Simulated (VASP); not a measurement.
# Pt in VASP: a series of runs

Runs on Pt. Level: r2SCAN. Tasks: single point.

Program: VASP 6.6.1. These are calculated values, not measurements. Logs are shortened: lines on timing, memory, paths and dates and some standing lists are left out, and cuts for length are marked.

**1. The cell of the first run**

The typed cell holds 1 atom: a = 2.916 Å, b = 2.916 Å, c = 2.739 Å, α = 90.00°, β = 57.81°, γ = 120.00°.

**2. Single point, r2SCAN**

The input, POSCAR:

```
Pt
1.0
    2.9162060206     -0.0000000301      0.0005516544
   -1.4581030364      2.5255085416      0.0000000000
    1.4585104135      0.8420713799      2.1597014109
Pt
1
Direct
    0.0000000000      0.0000000000      0.0000000000
```

The input, INCAR.step1:

```
ALGO     = Normal         # electronic algorithm
EDIFF    = 1E-4           # SCF threshold, eV
ENCUT    = 520            # plane-wave cutoff, eV
GGA      = PE             # functional
ISMEAR   = 0              # smearing method
LASPH    = True           # aspherical terms in the spheres
LCHARG   = False          # write CHGCAR
LREAL    = False          # projectors in reciprocal space
LWAVE    = True           # write WAVECAR
NBANDS   = 11             # bands
NELM     = 100            # most SCF steps
PREC     = Accurate       # precision mode
SIGMA    = 0.1            # smearing width, eV
```

The input, INCAR.step2:

```
ALGO     = Normal         # electronic algorithm
EDIFF    = 1E-7           # SCF threshold, eV
ENCUT    = 520            # plane-wave cutoff, eV
ISIF     = 2              # what is computed and relaxed
ISMEAR   = 0              # smearing method
ISTART   = 1            
LASPH    = True           # aspherical terms in the spheres
LCHARG   = False          # write CHGCAR
LMIXTAU  = True         
LREAL    = False          # projectors in reciprocal space
LWAVE    = False          # write WAVECAR
METAGGA  = R2SCAN         # meta-GGA
NBANDS   = 11             # bands
NELM     = 100            # most SCF steps
PREC     = Accurate       # precision mode
SIGMA    = 0.1            # smearing width, eV
```

The input, KPOINTS:

```
k-points
0
Gamma
  12 12 16
```

Potentials or basis: VASP PAW PBE potentials, release 64 (Pt).

The run is started by

```
> cat potpaw_PBE.64/Pt/POTCAR > POTCAR
> cp INCAR.step1 INCAR
> mpirun -np 1 vasp_std > vasp.out
> cp INCAR.step2 INCAR
> mpirun -np 1 vasp_std > vasp.out
```

OUTCAR:

```text
EDIFF = 1E-7
   ENCUT = 520
   ISIF = 2
   ISMEAR = 0
   ISTART = 1
   LASPH = True
   LREAL = False
   METAGGA = R2SCAN
   NELM = 100
   PREC = Accurate

 ion  position               nearest neighbor table
   1  0.000  0.000  0.000-

  LATTYP: Found a base centered monoclinic cell.
 ALAT       =     4.6345761181
 B/A-ratio  =     0.6292282182
 C/A-ratio  =     0.5909344985
 COS(beta)  =    -0.5114906464

  Lattice vectors:

 A1 = (   1.4576956071,  -0.8420714100,  -2.1591497565)
 A2 = (  -0.0004074293,   1.6834371316,  -2.1591497565)
 A3 = (   1.4585104135,   0.8420713799,   2.1597014109)

Analysis of symmetry for initial positions (statically):
=====================================================================
 Subroutine PRICEL returns:
 Original cell was already a primitive cell.

 Routine SETGRP: Setting up the symmetry group for a
 base centered monoclinic supercell.

 Subroutine GETGRP returns: Found  4 space group operations
 (whereof  4 operations were pure point group operations)
 out of a pool of  4 trial point group operations.

The static configuration has the point symmetry C_2h.

Analysis of symmetry for dynamics (positions and initial velocities):
=====================================================================
 Subroutine PRICEL returns:
 Original cell was already a primitive cell.

 Routine SETGRP: Setting up the symmetry group for a
 base centered monoclinic supercell.

 Subroutine GETGRP returns: Found  4 space group operations
 (whereof  4 operations were pure point group operations)
 out of a pool of  4 trial point group operations.

The dynamic configuration has the point symmetry C_2h.

 Subroutine INISYM returns: Found  4 space group operations
 (whereof  4 operations are pure point group operations),
 and found     1 'primitive' translations

----------------------------------------------------------------------------------------

                                     Primitive cell

  volume of cell :      15.9033

  direct lattice vectors                    reciprocal lattice vectors
     2.916206021 -0.000000030  0.000551654     0.342969723  0.198013662 -0.308823500
    -1.458103036  2.525508542  0.000000000     0.000029214  0.395976723 -0.154411750
     1.458510413  0.842071380  2.159701411    -0.000087605 -0.000050579  0.463105853

  length of vectors
     2.916206073  2.916206073  2.738730914     0.502204734  0.425018299  0.463105864

  position of ions in fractional coordinates (direct lattice)
     0.000000000  0.000000000  0.000000000

  ion indices of the primitive-cell ions
   primitive index   ion index
                 1           1

----------------------------------------------------------------------------------------

 KPOINTS: k-points

Automatic generation of k-mesh.
 Grid dimensions read from file:
 generate k-points for:   12   12   16

 Generating k-lattice:

  Cartesian coordinates                     Fractional coordinates (reciprocal lattice)
     0.028580810  0.016501138 -0.025735292     0.083333333 -0.000000000 -0.000000000
     0.000002434  0.032998060 -0.012867646    -0.000000000  0.083333333  0.000000000
    -0.000005475 -0.000003161  0.028944116     0.000000000  0.000000000  0.062500000

  Length of vectors
     0.041850395  0.035418192  0.028944116

  Shift w.r.t. Gamma in fractional coordinates (k-lattice)
     0.000000000  0.000000000  0.000000000

 Subroutine IBZKPT returns following result:
 ===========================================

 Found    632 irreducible k-points:

 Following reciprocal coordinates:
            Coordinates               Weight
  0.000000  0.000000  0.000000      1.000000
  0.083333 -0.000000 -0.000000      2.000000
  0.166667 -0.000000 -0.000000      2.000000
  0.250000  0.000000 -0.000000      2.000000
  0.333333  0.000000 -0.000000      2.000000
  0.416667 -0.000000 -0.000000      2.000000
[... 16 lines left out ...]
  0.166667  0.250000 -0.000000      4.000000
  0.250000  0.250000  0.000000      4.000000
 [... further k-points ...]
   k-points           NKPTS =    632   k-points in BZ     NKDIM =    632   number of bands    NBANDS=     11
   number of dos      NEDOS =    301   number of ions     NIONS =      1
   total plane-waves  NPLWV =  11520
   dimension x,y,z NGX =    24 NGY =   24 NGZ =   20
   dimension x,y,z NGXF=    48 NGYF=   48 NGZF=   40
   ions per type =               1
   NGX,Y,Z   is equivalent  to a cutoff of  13.68, 13.68, 12.14 a.u.
   NGXF,Y,Z  is equivalent  to a cutoff of  27.36, 27.36, 24.28 a.u.
 SYSTEM =  unknown system
   PREC   = accura    normal or accurate (medium, high low for compatibility)
   ISTART =      1    job   : 0-new  1-cont  2-samecut
   ICHARG =      0    charge: 1-file 2-atom 10-const
   ISPIN  =      1    spin polarized calculation?
   LNONCOLLINEAR =      F non collinear calculations
   LSORBIT =      F    spin-orbit coupling
   LASPH  =      T    aspherical Exc in radial PAW
   ENCUT  =  520.0 eV  38.22 Ry    6.18 a.u.   5.42  5.42  5.09*2*pi/ulx,y,z
   NELM   =    100;   NELMIN=  2; NELMDL=  0     # of ELM steps
   EDIFF  = 0.1E-06   stopping-criterion for ELM
   LREAL  =      F    real-space projection
   EDIFFG = 0.1E-05   stopping-criterion for IOM
   NSW    =      0    number of steps for IOM
   IBRION =     -1    ionic relax: 0-MD 1-quasi-New 2-CG
   NFREE  =      0    steps in history (QN), initial steepest desc. (CG)
   ISIF   =      2    stress and relaxation
   ISYM   =      2    0-nonsym 1-usesym 2-fastsym
   POTIM  = 0.5000    time-step for ionic-motion
   TEBEG  =    0.0;   TEEND  =   0.0 temperature during run
   PSTRESS=    0.0 pullay stress
   NELECT =      10.0000    total number of electrons
   NUPDOWN=      -1.0000    fix difference up-down
   EMIN   =  10.00;   EMAX   =-10.00  energy-range for DOS
   EFERMI =   0.00;   METHOD = LEGACY
   ISMEAR =     0;   SIGMA  =   0.10  broadening in eV -4-tet -1-fermi 0-gaus
   EFERMI_NEDOS =   21; number of points for ismear=-14 and -15
   IALGO  =     38    algorithm
   IMIX   =      4    mixing-type and parameters
     AMIX     =   0.40;   BMIX     =  1.00
     AMIX_MAG =   1.60;   BMIX_MAG =  1.00
  volume/ion in A,a.u.               =      15.90       107.32
  Fermi-wavevector in a.u.,A,eV,Ry     =   1.402531  2.650400 26.763941  1.967094
  Thomas-Fermi vector in A             =   2.525284
   LORBIT       =      0    0 simple, 1 ext, 2 COOP (PROOUT), +10 PAW based schemes
   METAGGA = R2SCAN    functional components
   LHFCALC =     F    Hartree Fock is set to
   AEXX    =    0.0000 exact exchange contribution
   IVDW    =     0    specifies the selected vdW correction
   LEPSILON=     F    determine dielectric tensor
   LRPA    =     F    only Hartree local field effects (RPA)
 non-spin polarized calculation
 Gauss-broadening in eV      SIGMA  =   0.10
  energy-cutoff  :      520.00
  volume of cell :       15.90
 maximum number of plane-waves:       446
 NGX is ok and might be reduce to    24
   NGX = 11   NGY = 11   NGZ = 11

 number of electron      10.0000000 magnetization

 Free energy of the ion-electron system (eV)
  ---------------------------------------------------
  ext. energy  EPLUGINS =         0.00000000
  ---------------------------------------------------
  free energy    TOTEN  =       -51.45499014 eV

  energy without entropy =      -51.44780010  energy(sigma->0) =      -51.45139512

 E-fermi :  10.0157     XC(G=0): -14.2413

 val. band max:       10.0139139184   @ k =  -0.0833   0.0000   0.3125
 cond. band min:      10.0170764885   @ k =  -0.2500   0.3333   0.4375
 fundamental gap:      0.0031625700
 Fermi energy:        10.0156908130

 k-point     1 :       0.0000    0.0000    0.0000
  band No.  band energies     occupation
      1       0.1401      2.00000
      2       5.9132      2.00000
      3       5.9148      2.00000
      4       7.2208      2.00000
      5       8.5544      2.00000
      6       8.5570      2.00000
      7      25.5173      0.00000
      8      29.5094      0.00000
      9      29.5127      0.00000
     10      32.9299      0.00000
     11      36.1768      0.00000

 k-point     2 :       0.0833   -0.0000   -0.0000
  band No.  band energies     occupation
      1       0.5100      2.00000
      2       5.8480      2.00000
      3       6.1271      2.00000
      4       7.2223      2.00000
      5       8.3015      2.00000
      6       8.6307      2.00000
      7      26.0454      0.00000
      8      29.1349      0.00000
      9      29.4389      0.00000
     10      32.2983      0.00000
     11      38.1539      0.00000

 k-point     3 :       0.1667   -0.0000   -0.0000
  band No.  band energies     occupation
      1       1.5472      2.00000
      2       5.4975      2.00000
      3       6.7539      2.00000
      4       7.3329      2.00000
      5       7.8354      2.00000
      6       8.8470      2.00000
      7      27.4169      0.00000
      8      28.5484      0.00000
      9      28.6270      0.00000
     10      31.1114      0.00000
     11      36.1425      0.00000

 k-point     4 :       0.2500    0.0000   -0.0000
  band No.  band energies     occupation
      1       2.8873      2.00000
      2       4.9048      2.00000
      3       7.1170      2.00000
      4       7.7378      2.00000
      5       8.2986      2.00000
      6       9.1647      2.00000
      7      26.4378      0.00000
      8      28.0785      0.00000
      9      28.3345      0.00000
     10      29.3790      0.00000
     11      32.1233      0.00000

 k-point     5 :       0.3333    0.0000   -0.0000
  band No.  band energies     occupation
      1       3.5320      2.00000
      2       4.3086      2.00000
      3       8.1012      2.00000
      4       8.9281      2.00000
      5       9.1816      2.00000
      6       9.5381      2.00000
      7      23.7583      0.00000
      8      24.9244      0.00000
      9      26.3908      0.00000
     10      29.3406      0.00000
     11      32.0291      0.00000
[... 211 lines left out ...]
 k-point    21 :       0.0000    0.2500    0.0000
  band No.  band energies     occupation
      1       2.0454      2.00000
      2       6.0130      2.00000
      3       6.0519      2.00000
      4       7.4685      2.00000
      5       8.6435      2.00000
      6       8.8156      2.00000
      7      23.0772      0.00000
      8      27.1460      0.00000
      9      32.4650      0.00000
     10      33.8499      0.00000
     11      34.6127      0.00000

 k-point    22 :       0.0833    0.2500    0.0000
  band No.  band energies     occupation
      1       2.7769      2.00000
      2       5.9344      2.00000
      3       6.2534      2.00000
      4       7.4962      2.00000
      5       8.8782      2.00000
      6       9.4935      2.00000
      7      21.0467      0.00000
      8      27.0897      0.00000
      9      30.6929      0.00000
     10      32.6109      0.00000
     11      35.3139      0.00000

 k-point    23 :       0.1667    0.2500   -0.0000
  band No.  band energies     occupation
      1       3.5172      2.00000
      2       5.7467      2.00000
      3       6.0984      2.00000
      4       7.7177      2.00000
      5       9.8148      1.99550
      6      10.6719      0.00000
      7      18.9646      0.00000
      8      26.7750      0.00000
      9      28.2305      0.00000
     10      30.4581      0.00000
     11      36.4525      0.00000

 k-point    24 :       0.2500    0.2500    0.0000
  band No.  band energies     occupation
      1       3.8693      2.00000
      2       5.1276      2.00000
      3       6.7050      2.00000
      4       8.2252      2.00000
      5      10.0634      0.49979
      6      13.1051      0.00000
      7      16.9242      0.00000
      8      24.2190      0.00000
      9      26.9355      0.00000
     10      30.2674      0.00000
     11      35.8731      0.00000

 [... further k-points ...]
[... 5 lines left out ...]
  --------------------------------------------------------------------------------------
  -------------------------------------------------------------------------------------
  Total       -1.0295016     -1.0300388      0.0701200      0.0004652      0.0002895      0.0005014
  in kB     -103.7172101   -103.7713293      7.0642493      0.0468686      0.0291633      0.0505135
  external PRESSURE =     -66.8080967 kB  Pullay stress =       0.0000000 kB

 VOLUME and BASIS-vectors are now :
 -----------------------------------------------------------------------------
  energy-cutoff  :      520.00
  volume of cell :       15.90
      direct lattice vectors                 reciprocal lattice vectors
     2.916206021 -0.000000030  0.000551654     0.342969723  0.198013662 -0.308823500
    -1.458103036  2.525508542  0.000000000     0.000029214  0.395976723 -0.154411750
     1.458510413  0.842071380  2.159701411    -0.000087605 -0.000050579  0.463105853

 POSITION                                       TOTAL-FORCE (eV/Angst)
 -----------------------------------------------------------------------------------
      0.00000      0.00000      0.00000        -0.000000      0.000000      0.000000
 -----------------------------------------------------------------------------------
    total drift:                                0.000000      0.000000      0.000000

  FREE ENERGIE OF THE ION-ELECTRON SYSTEM (eV)
  ---------------------------------------------------
  free  energy   TOTEN  =       -51.4549901356 eV

  energy  without entropy=      -51.4478001011  energy(sigma->0) =      -51.45139512
```

It took 4.4 min on 1 thread of Intel Xeon Platinum 8259CL at 2.50GHz (Skylake/Cascade Lake), shared host; peak memory 0.23 GiB.

What came out:

```yaml
Free_energy: -51.4550 eV
Pressure: -6.7 GPa
Band_gap_on_the_k_mesh: zero (bands 5 and 6 overlap by 2.69 eV)
```

Caveat: the stress differs along the axes, from -10 to 1 GPa; the PAW data sets were made with another functional, which shifts forces and pressure a little; spin-orbit coupling is left out, which moves the levels of the heavy elements.

**3. Single point, r2SCAN**

This run uses another cell than the first one, of 15.86 Å³/atom.

The input, POSCAR:

```
Pt
1.0
    2.9162060727      0.0000000000      0.0000000000
   -1.4581030364      2.5255085417      0.0000000000
    1.4581030364      0.8418361806      2.1536977013
Pt
1
Direct
    0.0000000000      0.0000000000      0.0000000000
```

The input, INCAR.step1:

```
PREC = Accurate ; ENCUT = 520
ISMEAR = 0 ; SIGMA = 0.1
LREAL = False ; LASPH = True
NELM = 100 ; ISYM = 0
NBANDS = 11 ; GGA = PE
ALGO = Normal ; EDIFF = 1E-4
LWAVE = True ; LCHARG = False
```

The input, INCAR.step2:

```
PREC = Accurate ; ENCUT = 520
EDIFF = 1E-6 ; ISMEAR = 0
SIGMA = 0.1 ; LREAL = False
LASPH = True ; NELM = 100
ALGO = Normal ; ISIF = 2
LWAVE = False ; LCHARG = True
METAGGA = R2SCAN ; LMIXTAU = True
LELF = True ; LVHAR = True
ISYM = 0 ; NBANDS = 11
ISTART = 1
```

The input, KPOINTS:

```
Automatic mesh
0
Gamma
  12 12 16
```

Potentials or basis: VASP PAW PBE potentials, release 64 (Pt).

The run is started by

```
> cat potpaw_PBE.64/Pt/POTCAR > POTCAR
> cp INCAR.step1 INCAR
> mpirun -np 1 vasp_std > vasp.out
> cp INCAR.step2 INCAR
> mpirun -np 1 vasp_std > vasp.out
```

It took 6.4 min on 1 thread of Intel Xeon Platinum 8259CL at 2.50GHz (Skylake/Cascade Lake), shared host; peak memory 0.31 GiB.

The run converged. Its results:

- Free energy: -51.4547 eV
- Pressure: -5.9 GPa
- Band gap on the k mesh: zero (bands 5 and 6 overlap by 2.71 eV)

Stress tensor (GPa, compression positive):
```
-9.79  0.02  0.05
 0.02 -9.81  0.03
 0.05  0.03  1.80
```

Levels at points of the mesh, in eV from the Fermi level:
| k point | band 3 | band 4 | band 5 | band 6 | band 7 | band 8 |
| --- | --- | --- | --- | --- | --- | --- |
| (0.00, 0.00, 0.00) | -4.13 | -2.78 | -1.46 | -1.46 | 15.49 | 19.48 |
| (0.50, 0.00, 0.00) | -0.23 | 0.33 | 0.75 | 2.13 | 8.94 | 10.63 |
| (0.00, 0.50, 0.00) | -2.86 | -0.45 | -0.32 | 0.16 | 5.45 | 15.53 |
| (0.50, 0.50, 0.00) | -2.86 | -0.45 | -0.32 | 0.16 | 5.45 | 15.53 |
| (0.00, 0.00, 0.50) | -3.89 | 0.37 | 0.37 | 0.88 | 7.33 | 14.50 |
| (0.50, 0.00, 0.50) | -2.86 | -0.45 | -0.32 | 0.16 | 5.45 | 15.53 |
| (0.00, 0.50, 0.50) | -0.23 | 0.33 | 0.75 | 2.13 | 8.94 | 10.63 |
| (0.50, 0.50, 0.50) | -0.23 | 0.33 | 0.75 | 2.13 | 8.94 | 10.63 |

Caveat: the stress differs along the axes, from -10 to 2 GPa; the PAW data sets were made with another functional, which shifts forces and pressure a little; spin-orbit coupling is left out, which moves the levels of the heavy elements.

**4. Single point, r2SCAN**

The input, POSCAR:

```
Pt
1.0
    2.9162060206     -0.0000000301      0.0005516544
   -1.4581030364      2.5255085416      0.0000000000
    1.4585104135      0.8420713799      2.1597014109
Pt
1
Direct
    0.0000000000      0.0000000000      0.0000000000
```

The input, INCAR.step1:

```
SYSTEM = Pt
  PREC = Accurate
  ENCUT = 520
  ISMEAR = 0
  SIGMA = 0.1
  LREAL = .FALSE.
  LASPH = .TRUE.
  NELM = 80
  NBANDS = 11
  ISYM = 0
  GGA = PE
  ALGO = Normal
  EDIFF = 1E-4
  LWAVE = .TRUE.
  LCHARG = .FALSE.
```

The input, INCAR.step2:

```
SYSTEM = Pt
  PREC = Accurate
  ENCUT = 520
  EDIFF = 1E-6
  ISMEAR = 0
  SIGMA = 0.1
  LREAL = .FALSE.
  LASPH = .TRUE.
  NELM = 80
  ALGO = Normal
  ISIF = 2
  LWAVE = .FALSE.
  LCHARG = .FALSE.
  METAGGA = R2SCAN
  LMIXTAU = .TRUE.
  NBANDS = 11
  ISYM = 0
  ISTART = 1
```

The input, KPOINTS:

```
Automatic mesh
0
G
  12 12 16
  0 0 0
```

The run is started by

```
> cat potpaw_PBE.64/Pt/POTCAR > POTCAR
> cp INCAR.step1 INCAR
> mpirun -np 1 vasp_std > vasp.out
> cp INCAR.step2 INCAR
> mpirun -np 1 vasp_std > vasp.out
```

Wall time 6.3 min (1 thread of Intel Xeon Platinum 8259CL at 2.50GHz (Skylake/Cascade Lake), shared host); peak memory 0.32 GiB.

Results (log left out):

```
Free energy            : -51.4550 eV
Pressure               : -6.7 GPa
Band gap on the k mesh : zero (bands 5 and 6 overlap by 2.69 eV)
```

Stress tensor (GPa, compression positive):
```
-10.36   0.00   0.00
  0.00 -10.37   0.00
  0.00   0.00   0.71
```

Levels at points of the mesh, in eV from the Fermi level:
```tsv
k point	band 1	band 2	band 3	band 4	band 5	band 6	band 7	band 8	band 9	band 10
(0.00, 0.00, 0.00)	-9.88	-4.10	-4.10	-2.79	-1.46	-1.46	15.50	19.49	19.50	22.91
(0.50, 0.00, 0.00)	-6.73	-6.31	-0.23	0.33	0.74	2.13	8.91	10.65	13.20	20.30
(0.00, 0.50, 0.00)	-7.11	-4.32	-2.88	-0.43	-0.30	0.16	5.43	15.52	19.16	21.12
(0.50, 0.50, 0.00)	-7.11	-4.32	-2.88	-0.43	-0.30	0.16	5.43	15.52	19.16	21.12
(0.00, 0.00, 0.50)	-6.80	-3.87	-3.87	0.35	0.36	0.85	7.26	14.52	18.12	18.13
(0.50, 0.00, 0.50)	-7.11	-4.32	-2.87	-0.43	-0.30	0.16	5.43	15.52	19.16	21.13
(0.00, 0.50, 0.50)	-6.73	-6.31	-0.23	0.34	0.74	2.13	8.90	10.65	13.21	20.31
(0.50, 0.50, 0.50)	-6.73	-6.31	-0.23	0.34	0.74	2.13	8.90	10.65	13.21	20.31
```

Caveat: the stress differs along the axes, from -10 to 1 GPa; the PAW data sets were made with another functional, which shifts forces and pressure a little; spin-orbit coupling is left out, which moves the levels of the heavy elements.
